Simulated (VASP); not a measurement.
# BN (P-6m2) in VASP: G0W0 quasiparticle levels with PBE

Aim: the G0W0 quasiparticle levels of BN with PBE.

Program: VASP 6.6.1. These are calculated values, not measurements. Logs are shortened: lines on timing, memory, paths and dates and some standing lists are left out, and cuts for length are marked.

## (1) The cell of the first run

Symmetry: P-6m2, No. 187, hexagonal system. Conventional cell: a = 2.500 Å, b = 2.500 Å, c = 6.505 Å, α = 90.00°, β = 90.00°, γ = 120.00°. B (site symmetry -6m2) has 3 N at 1.44 Å within 1.9 Å. Within 1.9 Å of B (site symmetry -6m2) lie 3 N at 1.44 Å. N (site symmetry -6m2) has 3 B at 1.44 Å within 1.9 Å. Within 1.9 Å of N (site symmetry -6m2) lie 3 B at 1.44 Å.

## (2) G0W0 quasiparticle levels, PBE

File POSCAR:

```
BN
1.0
    2.5002145576      0.0000000000      0.0000000000
   -1.2501072788      2.1652493218      0.0000000000
    0.0000000000      0.0000000000      6.5052999340
B N
2 2
Direct
    0.0000000000      0.0000000000      0.5000000000
    0.3333333333      0.6666666667      0.0000000000
    0.0000000000      0.0000000000      0.0000000000
    0.6666666667      0.3333333333      0.5000000000
```

File INCAR.step1:

```
PREC = Accurate
ENCUT = 500
EDIFF = 1E-8
ISMEAR = 0
SIGMA = 0.01
LREAL = F
LASPH = T
NELM = 100
ALGO = Normal
LWAVE = T
LCHARG = F
GGA = PE
```

File INCAR.step2:

```
PREC = Accurate
ENCUT = 500
EDIFF = 1E-8
ISMEAR = 0
SIGMA = 0.01
LREAL = F
LASPH = T
NELM = 1
ALGO = Exact
LWAVE = T
LCHARG = F
GGA = PE
NBANDS = 113
LOPTICS = T
ISTART = 1
```

File INCAR.step3:

```
PREC = Accurate
ENCUT = 500
EDIFF = 1E-8
ISMEAR = 0
SIGMA = 0.01
LREAL = F
LASPH = T
ALGO = EVGW0
LWAVE = F
LCHARG = F
GGA = PE
NELMGW = 1
NBANDS = 113
ENCUTGW = 120.0
NOMEGA = 48
PRECFOCK = Fast
ISTART = 1
NBANDSGW = 16
```

File KPOINTS:

```
regular mesh
0
Gamma
  6 6 2
```

Potentials or basis: VASP PAW PBE potentials, release 64 (B_GW, N_GW).

Launch:

```sh
$ cat potpaw_PBE.64/B_GW/POTCAR potpaw_PBE.64/N_GW/POTCAR > POTCAR
$ cp INCAR.step1 INCAR
$ mpirun -np 1 vasp_std > vasp.out
$ cp INCAR.step2 INCAR
$ mpirun -np 1 vasp_std > vasp.out
$ cp INCAR.step3 INCAR
$ mpirun -np 1 vasp_std > vasp.out
```

OUTCAR:

```text
PREC = Accurate
   ENCUT = 500
   EDIFF = 1E-8
   ISMEAR = 0
   LREAL = F
   LASPH = T
   GGA = PE
   NELMGW = 1
   ENCUTGW = 120.0
   PRECFOCK = Fast
   ISTART = 1

 ion  position               nearest neighbor table
   1  0.000  0.000  0.500-   4 1.44   4 1.44   4 1.44
   2  0.333  0.667  0.000-   3 1.44   3 1.44   3 1.44
   3  0.000  0.000  0.000-   2 1.44   2 1.44   2 1.44
   4  0.667  0.333  0.500-   1 1.44   1 1.44   1 1.44

  LATTYP: Found a hexagonal cell.
 ALAT       =     2.5002145576
 C/A-ratio  =     2.6018966709

  Lattice vectors:

 A1 = (   2.5002145576,   0.0000000000,   0.0000000000)
 A2 = (  -1.2501072788,   2.1652493218,   0.0000000000)
 A3 = (   0.0000000000,   0.0000000000,   6.5052999340)

Analysis of symmetry for initial positions (statically):
=====================================================================
 Subroutine PRICEL returns:
 Original cell was already a primitive cell.

 Routine SETGRP: Setting up the symmetry group for a
 hexagonal supercell.

 Subroutine GETGRP returns: Found 12 space group operations
 (whereof 12 operations were pure point group operations)
 out of a pool of 24 trial point group operations.

The static configuration has the point symmetry D_3h.

Analysis of symmetry for dynamics (positions and initial velocities):
=====================================================================
 Subroutine PRICEL returns:
 Original cell was already a primitive cell.

 Routine SETGRP: Setting up the symmetry group for a
 hexagonal supercell.

 Subroutine GETGRP returns: Found 12 space group operations
 (whereof 12 operations were pure point group operations)
 out of a pool of 24 trial point group operations.

The dynamic configuration has the point symmetry D_3h.

 Subroutine INISYM returns: Found 12 space group operations
 (whereof 12 operations are pure point group operations),
 and found     1 'primitive' translations

----------------------------------------------------------------------------------------

                                     Primitive cell

  volume of cell :      35.2170

  direct lattice vectors                    reciprocal lattice vectors
     2.500214558  0.000000000  0.000000000     0.399965674  0.230920289  0.000000000
    -1.250107279  2.165249322  0.000000000     0.000000000  0.461840579  0.000000000
     0.000000000  0.000000000  6.505299934     0.000000000  0.000000000  0.153720814

  length of vectors
     2.500214558  2.500214558  6.505299934     0.461840579  0.461840579  0.153720814

  position of ions in fractional coordinates (direct lattice)
     0.000000000  0.000000000  0.500000000
     0.333333333  0.666666667  0.000000000
     0.000000000  0.000000000  0.000000000
     0.666666667  0.333333333  0.500000000

  ion indices of the primitive-cell ions
   primitive index   ion index
                 1           1
                 2           2
                 3           3
                 4           4

----------------------------------------------------------------------------------------

 KPOINTS: regular mesh

Automatic generation of k-mesh.
 Grid dimensions read from file:
 generate k-points for:    6    6    2

 Generating k-lattice:

  Cartesian coordinates                     Fractional coordinates (reciprocal lattice)
     0.066660946  0.038486715  0.000000000     0.166666667 -0.000000000  0.000000000
     0.000000000  0.076973430  0.000000000     0.000000000  0.166666667  0.000000000
     0.000000000  0.000000000  0.076860407     0.000000000  0.000000000  0.500000000

  Length of vectors
     0.076973430  0.076973430  0.076860407

  Shift w.r.t. Gamma in fractional coordinates (k-lattice)
     0.000000000  0.000000000  0.000000000

 Subroutine IBZKPT returns following result:
 ===========================================

 Found     14 irreducible k-points:

 Following reciprocal coordinates:
            Coordinates               Weight
  0.000000  0.000000  0.000000      1.000000
  0.166667  0.000000  0.000000      6.000000
  0.333333  0.000000  0.000000      6.000000
  0.500000  0.000000  0.000000      3.000000
  0.166667  0.166667  0.000000      6.000000
  0.333333  0.166667  0.000000     12.000000
  0.333333  0.333333  0.000000      2.000000
  0.000000  0.000000  0.500000      1.000000
  0.166667  0.000000  0.500000      6.000000
  0.333333  0.000000  0.500000      6.000000
  0.500000  0.000000  0.500000      3.000000
  0.166667  0.166667  0.500000      6.000000
  0.333333  0.166667  0.500000     12.000000
  0.333333  0.333333  0.500000      2.000000
   k-points           NKPTS =     14   k-points in BZ     NKDIM =     72   number of bands    NBANDS=    113
   number of dos      NEDOS =    301   number of ions     NIONS =      4
   total plane-waves  NPLWV =  15552
   dimension x,y,z NGX =    18 NGY =   18 NGZ =   48
   dimension x,y,z NGXF=    36 NGYF=   36 NGZF=   96
   ions per type =               2   2
   NGX,Y,Z   is equivalent  to a cutoff of  11.97, 11.97, 12.27 a.u.
   NGXF,Y,Z  is equivalent  to a cutoff of  23.94, 23.94, 24.53 a.u.
 SYSTEM =  unknown system
   PREC   = accura    normal or accurate (medium, high low for compatibility)
   ISTART =      1    job   : 0-new  1-cont  2-samecut
   ICHARG =      0    charge: 1-file 2-atom 10-const
   ISPIN  =      1    spin polarized calculation?
   LNONCOLLINEAR =      F non collinear calculations
   LSORBIT =      F    spin-orbit coupling
   LASPH  =      T    aspherical Exc in radial PAW
   ENCUT  =  500.0 eV  36.75 Ry    6.06 a.u.   4.56  4.56 11.86*2*pi/ulx,y,z
   NELM   =     60;   NELMIN=  2; NELMDL=  0     # of ELM steps
   EDIFF  = 0.1E-07   stopping-criterion for ELM
   LREAL  =      F    real-space projection
   EDIFFG = 0.1E-06   stopping-criterion for IOM
   NSW    =      0    number of steps for IOM
   IBRION =     -1    ionic relax: 0-MD 1-quasi-New 2-CG
   NFREE  =      0    steps in history (QN), initial steepest desc. (CG)
   ISIF   =      0    stress and relaxation
   ISYM   =      3    0-nonsym 1-usesym 2-fastsym
   POTIM  = 0.5000    time-step for ionic-motion
   TEBEG  =    0.0;   TEEND  =   0.0 temperature during run
   PSTRESS=    0.0 pullay stress
   NELECT =      16.0000    total number of electrons
   NUPDOWN=      -1.0000    fix difference up-down
   EMIN   =  10.00;   EMAX   =-10.00  energy-range for DOS
   EFERMI =   0.00;   METHOD = LEGACY
   ISMEAR =     0;   SIGMA  =   0.01  broadening in eV -4-tet -1-fermi 0-gaus
   EFERMI_NEDOS =   21; number of points for ismear=-14 and -15
   IALGO  =     38    algorithm
   IMIX   =      4    mixing-type and parameters
     AMIX     =   0.40;   BMIX     =  1.00
     AMIX_MAG =   1.60;   BMIX_MAG =  1.00
  volume/ion in A,a.u.               =       8.80        59.41
  Fermi-wavevector in a.u.,A,eV,Ry     =   1.258531  2.378279 21.550278  1.583901
  Thomas-Fermi vector in A             =   2.392136
   LORBIT       =      0    0 simple, 1 ext, 2 COOP (PROOUT), +10 PAW based schemes
   GGA     = PE    functional components
   LHFCALC =     T    Hartree Fock is set to
   PRECFOCK=fast      Normal, Fast or Accurate (Low or Medium for compatibility)
   ENCUT4O =  -1.0   cutoff for four orbital integrals eV
   NKREDX  =     1    reduce k-point grid by
   NKREDY  =     1    reduce k-point grid by
   NKREDZ  =     1    reduce k-point grid by
   AEXX    =    1.0000 exact exchange contribution
   HFSCREEN=    0.0000 screening length (either q_TF or 0.3 A-1)
   HFSCREENC=   0.0000 screening length for correlation (either q_TF or 0.3 A-1)
   ENCUTFOCK=  -1.0 apply spherical cutoff to Coloumb kernel
   IVDW    =     0    specifies the selected vdW correction
   LEPSILON=     F    determine dielectric tensor
   LRPA    =     F    only Hartree local field effects (RPA)
   LRPAFORCE           =     F    calculate RPA forces
   ENCUTGW             = 120.0    cutoff for response function in eV
   ENCUTGWSOFT         =  96.0    soft cutoff for Coulomb kernel in GW response function in eV
   ENCUTLF             =  -1.0    cutoff for local field effects
   NELMGW              =     1    number of iterations in solving QP/BSE equation
   NELMHF              =     1    number of iterations in the inner HF iteration
   NKREDLFX            =     1    NKREDLFY  =   1   NKREDLFZ  =   1
 non-spin polarized calculation
 Gauss-broadening in eV      SIGMA  =   0.01
  energy-cutoff  :      500.00
  volume of cell :       35.22
 maximum number of plane-waves:       912
  NGX = 12; NGY = 12; NGZ = 32
   NGX =  9   NGY =  9   NGZ = 23
 maximum number of plane-waves:       114
 NGX is ok and might be reduce to    10

 QP shifts <psi_nk| G(iteration)W_0 |psi_nk>: iteration 1
 for sc-GW calculations column KS-energies equals QP-energies in previous step
 and V_xc(KS)=  KS-energies - (<T + V_ion + V_H > + <T+V_H+V_ion>^1  + <V_x>^1)

 k-point   1 :       0.0000    0.0000    0.0000
  band No.  KS-energies  QP-energies   sigma(KS)   V_xc(KS)     V^pw_x(r,r')   Z            occupation Imag(sigma)

      1     -15.3685     -17.1378     -18.3901     -15.9433     -26.6285       0.7231       2.0000       1.3190
      2     -15.0093     -16.7641     -18.7037     -16.2934     -26.8979       0.7281       2.0000       1.2472
      3      -3.8273      -5.1336     -14.1404     -12.3535     -18.2773       0.7310       2.0000       0.3931
      4      -1.5037      -2.5976     -15.9710     -14.5040     -19.5891       0.7457       2.0000       0.2077
      5       1.1210       0.1993     -19.3501     -18.1894     -22.6568       0.7942       2.0000       0.1103
      6       1.1210       0.1993     -19.3501     -18.1894     -22.6568       0.7942       2.0000       0.1103
[... 8 lines left out ...]
     15      14.9706      16.2373     -12.8122     -14.4545      -7.1590       0.7713       0.0000      -0.2469
     16      15.7333      17.2431     -12.9422     -14.9469      -6.0480       0.7531       0.0000      -0.7089

 k-point   2 :       0.1667    0.0000    0.0000
  band No.  KS-energies  QP-energies   sigma(KS)   V_xc(KS)     V^pw_x(r,r')   Z            occupation Imag(sigma)

      1     -14.8296     -16.5982     -18.5115     -16.0828     -26.5905       0.7282       2.0000       1.2672
      2     -14.4902     -16.2416     -18.8043     -16.4141     -26.8471       0.7327       2.0000       1.2055
      3      -3.0796      -4.3549     -14.2679     -12.5312     -18.1330       0.7343       2.0000       0.3222
      4      -0.8623      -1.9769     -18.8044     -17.3695     -22.4862       0.7768       2.0000       0.1396
      5      -0.8509      -1.9087     -16.0926     -14.6903     -19.4870       0.7544       2.0000       0.1821
      6      -0.7267      -1.8439     -18.8390     -17.4045     -22.5092       0.7789       2.0000       0.1372
[... 8 lines left out ...]
     15      16.4380      18.2968     -12.4726     -14.8316      -7.1756       0.7880       0.0000      -0.1800
     16      16.5965      18.0054     -12.9711     -14.8052      -7.1382       0.7682       0.0000      -0.3303
[... 208 lines left out ...]
      5      -2.8676      -4.1206     -18.2393     -16.5963     -22.3538       0.7626       2.0000       0.1802
      6      -2.7524      -4.0135     -18.2421     -16.5881     -22.3438       0.7625       2.0000       0.1762
[... 8 lines left out ...]
     15      17.8183      18.7438      -9.9539     -11.1154      -4.5457       0.7968       0.0000      -0.3669
     16      19.3789      20.2106      -8.9042      -9.9300      -3.5687       0.8108       0.0000      -0.3752

 k-point  14 :       0.3333    0.3333    0.5000
  band No.  KS-energies  QP-energies   sigma(KS)   V_xc(KS)     V^pw_x(r,r')   Z            occupation Imag(sigma)

      1     -11.5623     -13.2837     -19.8011     -17.6450     -27.1870       0.7984       2.0000       1.0132
      2     -11.4380     -13.1499     -19.7987     -17.6469     -27.1911       0.7956       2.0000       1.0107
      3      -5.4863      -6.7801     -17.3506     -15.6027     -22.0231       0.7402       2.0000       0.3054
      4      -5.3750      -6.6792     -17.3574     -15.5960     -22.0127       0.7404       2.0000       0.2926
      5      -4.7251      -6.2150     -17.9064     -15.9037     -22.5424       0.7440       2.0000       0.2452
      6      -4.6145      -6.1154     -17.9063     -15.8913     -22.5327       0.7448       2.0000       0.2388
[... 8 lines left out ...]
     15      18.7898      19.8192     -10.4763     -11.7682      -5.1387       0.7968       0.0000      -0.3118
     16      18.9239      20.3127     -12.1040     -13.8709      -6.1147       0.7860       0.0000      -0.4884
```

Wall time 4.8 min (1 thread of Intel Xeon 8259CL, shared host); peak memory 0.42 GiB.

Results:

```yaml
Quasiparticle_gap: 5.88 eV
Least_direct_quasiparticle_gap: 6.03 eV
Band_gap_of_the_starting_levels_on_the_mesh: 4.36 eV
Least_direct_gap_of_the_starting_levels_on_the_mesh: 4.47 eV
```

Caveat: the k points lie up to 0.48 Å⁻¹ apart; bands, screening cutoff and mesh are small and nothing is extrapolated, so the quasiparticle values aren't converged.
